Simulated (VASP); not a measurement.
Set up this calculation in VASP 6.6.1, as the native input.

```
Task                   : single point
Functional             : PBE
Potentials or basis    : VASP PAW PBE potentials, release 64 (Mn_pv, Fe, C, N)
Cutoff                 : 520 eV
k mesh                 : 4 × 4 × 4
Occupations            : gaussian, width 0.1 eV
Spin                   : collinear spin, ferromagnetic start
Starting moments       : [4.0, 4.0, 0.0, 0.0, 0.0, 0.0, 0.0, 0.0, 0.0, 0.0] μB
Dipole correction      : no
Further INCAR settings : ALGO = Normal; EDIFF = 1e-07; NBANDS = 44
```

The structure of MnFeC4N4 lies in POSCAR:

```
MnFeC4N4
1.0
    6.0064201834      0.0000000000      0.0000000000
    0.0000000000      6.0064201834      0.0000000000
    0.0000000000      0.0000000000      6.0064201834
Mn Fe C N
1 1 4 4
Direct
    0.0000000000      0.0000000000      0.0000000000
    0.5000000000      0.5000000000      0.5000000000
    0.1992276685      0.1992276685      0.1992276685
    0.1992276685      0.8007723315      0.8007723315
    0.8007723315      0.1992276685      0.8007723315
    0.8007723315      0.8007723315      0.1992276685
    0.3117649112      0.3117649112      0.3117649112
    0.3117649112      0.6882350888      0.6882350888
    0.6882350888      0.3117649112      0.6882350888
    0.6882350888      0.6882350888      0.3117649112
```

One way to write it, as run:

INCAR

```
PREC = Accurate ; ENCUT = 520
EDIFF = 1E-7 ; ISMEAR = 0
SIGMA = 0.1 ; LREAL = F
LASPH = T ; NELM = 150
ALGO = Normal ; ISIF = 2
LWAVE = F ; LCHARG = T
ISPIN = 2 ; MAGMOM = 4 4 0 0 0 0 0 0 0 0
LORBIT = 11 ; LMAXMIX = 4
GGA = PE ; LELF = T
LVHAR = T ; NBANDS = 44
```

KPOINTS

```
Automatic mesh
0
Gamma
  4 4 4
```

Potentials or basis: VASP PAW PBE potentials, release 64 (Mn_pv, Fe, C, N).

Run with:

```console
$ cat potpaw_PBE.64/Mn_pv/POTCAR potpaw_PBE.64/Fe/POTCAR potpaw_PBE.64/C/POTCAR potpaw_PBE.64/N/POTCAR > POTCAR
$ mpirun -np 1 vasp_std > vasp.out
```

It gave:

The pressure is -2.0 GPa, the largest force is 1.880 eV/Å and the net moment is 4.80 μB per cell. The site moments are Mn +3.97; Fe +0.16; C -0.03; N +0.06 μB and the valence electrons inside the program's atomic spheres are Mn 11.47; Fe 7.02; C 2.58; N 3.88.

Caveat: only a ferromagnetic start was run, and an antiferromagnetic order may lie lower in energy; forces of over 1 eV/Å act on the atoms, so gaps and moduli don't describe the material at rest.

It took 35 min on 1 thread of AMD EPYC 7R13, with other jobs on the host, peak memory 0.47 GiB.
